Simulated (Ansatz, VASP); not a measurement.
**One calculation of Sr, two programs**

INCAR

```
SYSTEM = Sr
PREC     = Accurate       ! precision mode
ENCUT    = 520            ! plane-wave cutoff, eV
EDIFF    = 1E-7           ! SCF threshold, eV
ISMEAR   = 0              ! smearing method
SIGMA    = 0.1            ! smearing width, eV
LREAL    = .False.        ! projectors in reciprocal space
LASPH    = .True.         ! aspherical terms in the spheres
NELM     = 100            ! most SCF steps
ALGO     = Fast           ! electronic algorithm
ISIF     = 2              ! what is computed and relaxed
LWAVE    = .False.        ! write WAVECAR
LCHARG   = .False.        ! write CHGCAR
GGA      = PS             ! functional
NBANDS   = 17             ! bands
```

The input KPOINTS:

```
Automatic mesh
0
Gamma
  12 12 12
  0 0 0
```

POSCAR

```
Sr
1.0
    4.6699047934      0.0000000000      0.0000000000
    0.0000000000      4.6699047934      0.0000000000
    0.0000000000      0.0000000000      4.8800505091
Sr
2
Direct
    0.0000000000      0.0000000000      0.0000000000
    0.5000000000      0.5000000000      0.5000000000
```

Input for Ansatz:

```yaml
crystal:
  lattice:
    - [4.6699047934, 0.0, 0.0]
    - [0.0, 4.6699047934, 0.0]
    - [0.0, 0.0, 4.8800505091]
  atoms:
    - { symbol: Sr, position: [0.0, 0.0, 0.0] }
    - { symbol: Sr, position: [0.5, 0.5, 0.5] }
basis:
  ecutwfc: 420
kpoints:
  mp_grid: { grid: [12, 12, 12] }
hamiltonian:
  xc: pbesol
scf:
  occupations: { method: gaussian, width: 0.1 }
output:
  forces: true
  stress: true
  eigenvalues: true
  write_density: true
  write_potential: true
  elf: true
  volumetric_format: npy
```

Change from the starting cell: strain along c alone, the other axes held, atoms relaxed: +4.5 %.

Alike in both runs: task single point; functional PBEsol; k mesh 12 × 12 × 12; occupations gaussian, width 0.1 eV; no spin polarisation.

|  | VASP | Ansatz |
| --- | --- | --- |
| version | VASP 6.6.1 | Ansatz 0.2.0 |
| potentials or method | VASP PAW PBE potentials, release 64 (Sr_sv), cutoff 520 eV | scalar-relativistic, plane waves, PAW |
| valence electrons in the cell | 20 | 20 |

```csv
,VASP,Ansatz,Ansatz less VASP
gap on the k mesh at the Fermi level (eV),none,none,-
pressure (GPa),-0.5,-0.5,-0.01
"traceless stress, the component that is largest in VASP (GPa)",-0.06,-0.06,+0.002
```

VASP's potentials were made for PBE, not for PBEsol. A gap of «none» marks a metal or a gap that the smearing closes. With one functional, cell and mesh, what is left measures potentials, basis and numerics.
